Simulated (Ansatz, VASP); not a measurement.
BN: VASP beside Ansatz

File INCAR:

```
  ALGO = Normal
  EDIFF = 1E-6
  ENCUT = 520
  GGA = PE
  ISIF = 2
  ISMEAR = 0
  LASPH = T
  LCHARG = F
  LREAL = F
  LWAVE = F
  NBANDS = 16
  NELM = 100
  PREC = Accurate
  SIGMA = 0.05
```

The input KPOINTS:

```
k-points
0
Gamma
  12 12 6
```

POSCAR

```
BN
1.0
    2.5545800962      0.0000000000      0.0000000000
   -1.2772900481      2.2123312593      0.0000000000
    0.0000000000      0.0000000000      4.2245145363
B N
2 2
Direct
    0.5793446780      0.2694092010      0.9998058548
    0.3333333333      0.6666666667      0.4998058548
    0.6666666667      0.3333333333      0.6251941452
    0.3333333333      0.6666666667      0.1251941452
```

Input for Ansatz:

```yaml
crystal:
  lattice:
    - [2.5545800962, 0.0, 0.0]
    - [-1.2772900481, 2.2123312593, 0.0]
    - [0.0, 0.0, 4.2245145363]
  atoms:
    - { symbol: B, position: [0.579344678, 0.269409201, 0.9998058548] }
    - { symbol: B, position: [0.3333333333, 0.6666666667, 0.4998058548] }
    - { symbol: "N", position: [0.6666666667, 0.3333333333, 0.6251941452] }
    - { symbol: "N", position: [0.3333333333, 0.6666666667, 0.1251941452] }
basis:
  ecutwfc: 420
kpoints:
  mp_grid: { grid: [12, 12, 6] }
hamiltonian:
  xc: pbe
scf:
  occupations: { method: gaussian, width: 0.05 }
output:
  forces: true
  stress: true
  eigenvalues: true
```

Alike in both runs: task single point; functional PBE; k mesh 12 × 12 × 6; occupations gaussian, width 0.05 eV; no spin polarisation.

```csv
,VASP,Ansatz
version,VASP 6.6.1,Ansatz 0.2.0
potentials or method,"VASP PAW PBE potentials, release 64 (B, N), cutoff 520 eV","scalar-relativistic, plane waves, PAW"
valence electrons in the cell,16,16
```

Ansatz gave:

| Item | Value |
| --- | --- |
| gap on the k mesh at the Fermi level (eV) | 4.17 |
| least direct gap on the mesh (eV) | 6.38 |
| pressure (GPa) | 5.1 |
| traceless stress, the component that is largest in VASP (GPa) | 3.74 |
| rms of the force components (eV/Å) | 1.521 |

Q: Estimate VASP's values.

A: gap on the k mesh at the Fermi level (eV): 4.16; least direct gap on the mesh (eV): 6.38; pressure (GPa): 5.3; traceless stress, the component that is largest in VASP (GPa): 3.86; rms of the force components (eV/Å): 1.526.

Atom by atom the forces differ by 0.006 eV/Å (rms over components).
